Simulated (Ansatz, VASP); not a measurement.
**Sb in VASP and in Ansatz**

Contents of INCAR:

```
ALGO     = Normal         # electronic algorithm
EDIFF    = 1E-6           # SCF threshold, eV
ENCUT    = 500            # plane-wave cutoff, eV
GGA      = PE             # functional
GGA_COMPAT= False        
ISIF     = 2              # what is computed and relaxed
ISMEAR   = -1             # smearing method
LASPH    = True           # aspherical terms in the spheres
LCHARG   = False          # write CHGCAR
LORBIT   = 11             # projections on sites
LORBMOM  = True         
LREAL    = False          # projectors in reciprocal space
LSORBIT  = True           # spin-orbit coupling
LWAVE    = False          # write WAVECAR
MAGMOM   = 0 0 0          # initial moments
NBANDS   = 16             # bands
NELM     = 200            # most SCF steps
PREC     = Accurate       # precision mode
SIGMA    = 0.1            # smearing width, eV
```

Contents of KPOINTS:

```
k-points
0
Gamma
  10 10 10
```

POSCAR

```
Sb
1.0
    3.1057292063      0.0000000000      0.0000000000
    0.0000000000      3.1057292063      0.0000000000
    0.0000000000      0.0000000000      3.1057292063
Sb
1
Direct
    0.0000000000      0.0000000000      0.0000000000
```

Input for Ansatz:

```yaml
crystal:
  lattice:
    - [3.1057292063, 0.0, 0.0]
    - [0.0, 3.1057292063, 0.0]
    - [0.0, 0.0, 3.1057292063]
  atoms:
    - { symbol: Sb, position: [0.0, 0.0, 0.0] }
hamiltonian:
  xc: pbe
  pseudopotentials:
    kind: paw_fr
    azcp:
      Sb: "pseudopotentials/Sb.paw.azcp"
basis:
  ecutwfc: 420
  fft_grid_basis: typed
kpoints:
  mp_grid: { grid: [10, 10, 10], shift: [0, 0, 0] }
magnetization:
  noncollinear: true
  spin_orbit: true
scf:
  occupations: { method: fermi_dirac, width: 0.1 }
```

Alike in both runs: task single point; functional PBE; k mesh 10 × 10 × 10; occupations fermi-dirac, width 0.1 eV; non-collinear spin, spin-orbit coupling.

|  | VASP | Ansatz |
| --- | --- | --- |
| version | VASP 6.6.1 | Ansatz 0.2.0 |
| potentials or method | VASP PAW PBE potentials, release 64 (Sb), cutoff 500 eV | plane waves (420 eV) with PAW, fully relativistic with spin-orbit coupling |
| valence electrons in the cell | 5 | 15 |

```tsv
	VASP	Ansatz	Ansatz less VASP
net moment per atom (μB)	0.00	0.00	0.000
```

VASP's potentials hold 5 valence electrons a cell and Ansatz's 15, so a difference there can come from the potentials and not from the codes.
